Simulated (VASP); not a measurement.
A run of VASP 6.6.1:

Contents of POSCAR:

```
Sn3Se
1.0
    0.0000000000      3.7578614887      3.7578614887
    3.7578614887      0.0000000000      3.7578614887
    3.7578614887      3.7578614887      0.0000000000
Sn Se
3 1
Direct
    0.5000000000      0.5000000000      0.5000000000
    0.7500000000      0.7500000000      0.7500000000
    0.2500000000      0.2500000000      0.2500000000
    0.0000000000      0.0000000000      0.0000000000
```

Contents of INCAR.step1:

```
SYSTEM = Sn3Se
PREC = Accurate ; ENCUT = 520
ISMEAR = -1 ; SIGMA = 0.05
LREAL = .False. ; LASPH = .True.
NELM = 60 ; NBANDS = 32
GGA = PE ; ALGO = Normal
EDIFF = 1E-4 ; LWAVE = .True.
LCHARG = .False.
```

Contents of INCAR.step2:

```
SYSTEM = Sn3Se
PREC = Accurate ; ENCUT = 520
EDIFF = 1E-6 ; ISMEAR = -1
SIGMA = 0.05 ; LREAL = .False.
LASPH = .True. ; NELM = 60
ALGO = Normal ; ISIF = 2
LWAVE = .False. ; LCHARG = .False.
METAGGA = R2SCAN ; LMIXTAU = .True.
NBANDS = 32 ; ISTART = 1
```

File KPOINTS:

```
regular mesh
0
Gamma
  6 6 6
  0 0 0
```

Potentials or basis: VASP PAW PBE potentials, release 64 (Sn_d, Se).

Launch:

```bash
$ cat potpaw_PBE.64/Sn_d/POTCAR potpaw_PBE.64/Se/POTCAR > POTCAR
$ cp INCAR.step1 INCAR
$ mpirun -np 1 vasp_std > vasp.out
$ cp INCAR.step2 INCAR
$ mpirun -np 1 vasp_std > vasp.out
```

Hardware: 1 thread of Intel(R) Xeon(R) 6975P-C (Granite Rapids), on a shared host.

Question: Estimate the wall time of this run.

Answer: It took 83 s on 1 thread of Intel(R) Xeon(R) 6975P-C (Granite Rapids), with other jobs on the host, peak memory 0.27 GiB. Counts: k points 16.
